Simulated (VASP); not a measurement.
Wanted: the native input for a VASP 6.6.1 run.

```yaml
Task: single point
Functional: r2SCAN
Potentials_or_basis: VASP PAW PBE potentials, release 64 (Te, Pb_d)
Cutoff: 520 eV
k_mesh: 8 × 8 × 8
Occupations: fermi-dirac, width 0.02 eV
Spin: no spin polarisation
Dipole_correction: no
Further_INCAR_settings: ALGO = Normal; EDIFF = 1e-06; NBANDS = 17
```

Crystal: TePb.

```
Te Pb
1.0
     0.00000    3.26867    3.26867
     3.26867    0.00000    3.26867
     3.26867    3.26867    0.00000
Te Pb
1 1
Cartesian
  3.2687 3.2687 3.2687
  0.0000 0.0000 0.0000
```

The input as run:

POSCAR

```
TePb
1.0
    0.0000000000      3.2686743700      3.2686743700
    3.2686743700      0.0000000000      3.2686743700
    3.2686743700      3.2686743700      0.0000000000
Te Pb
1 1
Direct
    0.5000000000      0.5000000000      0.5000000000
    0.0000000000      0.0000000000      0.0000000000
```

INCAR.step1

```
ALGO = Normal
EDIFF = 1E-4
ENCUT = 520
GGA = PE
ISMEAR = -1
LASPH = True
LCHARG = False
LREAL = False
LWAVE = True
NBANDS = 17
NELM = 100
PREC = Accurate
SIGMA = 0.02
```

INCAR.step2

```
ALGO = Normal
EDIFF = 1E-6
ENCUT = 520
ISIF = 2
ISMEAR = -1
ISTART = 1
LASPH = True
LCHARG = False
LMIXTAU = True
LREAL = False
LWAVE = False
METAGGA = R2SCAN
NBANDS = 17
NELM = 100
PREC = Accurate
SIGMA = 0.02
```

KPOINTS

```
k-points
0
Gamma
  8 8 8
```

Potentials or basis: VASP PAW PBE potentials, release 64 (Te, Pb_d).

Run with:

```bash
$ cat potpaw_PBE.64/Te/POTCAR potpaw_PBE.64/Pb_d/POTCAR > POTCAR
$ cp INCAR.step1 INCAR
$ mpirun -np 1 vasp_std > vasp.out
$ cp INCAR.step2 INCAR
$ mpirun -np 1 vasp_std > vasp.out
```

It gave:

The pressure is -0.1 GPa and the band gap on the k mesh is 1.09 eV.

Caveat: the PAW data sets were made with another functional, which shifts forces and pressure a little; spin-orbit coupling is left out, which moves the levels of the heavy elements.

Run time: 52 s on 1 thread of Intel(R) Xeon(R) 6975P-C (Granite Rapids) (shared host), peak memory 0.23 GiB.
